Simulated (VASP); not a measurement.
Here is a VASP 6.6.1 calculation.

Contents of INCAR:

```
  PREC = Accurate
  ENCUT = 500
  EDIFF = 1E-6
  ISMEAR = -1
  SIGMA = 0.05
  LREAL = False
  LASPH = True
  NELM = 120
  ALGO = Normal
  ISIF = 2
  LWAVE = False
  LCHARG = False
  GGA = PS
  NBANDS = 16
  GGA_COMPAT = False
```

KPOINTS

```
regular mesh
0
Gamma
  7 7 7
```

POSCAR

```
CdS
1.0
    3.8936750000      0.0000000000      0.0000000000
    1.9468375000      3.3720214641      0.0000000000
    1.9468375000      1.1240071547      3.1791723247
Cd S
1 1
Direct
    0.0000000000      0.0000000000      0.0000000000
    0.5000000000      0.5000000000      0.5000000000
```

Potentials or basis: VASP PAW PBE potentials, release 64 (Cd, S).

The run is started by

```console
$ cat potpaw_PBE.64/Cd/POTCAR potpaw_PBE.64/S/POTCAR > POTCAR
$ mpirun -np 1 vasp_std > vasp.out
```

Task: What does it give for the band gap on the k mesh?

Result: 0.39 eV, indirect (least direct gap 1.41 eV).

Task: Predict the pressure.

Result: -4.0 GPa.

Caveat: the PAW data sets were made with another functional, which shifts forces and pressure a little. A k mesh can miss the band edges.
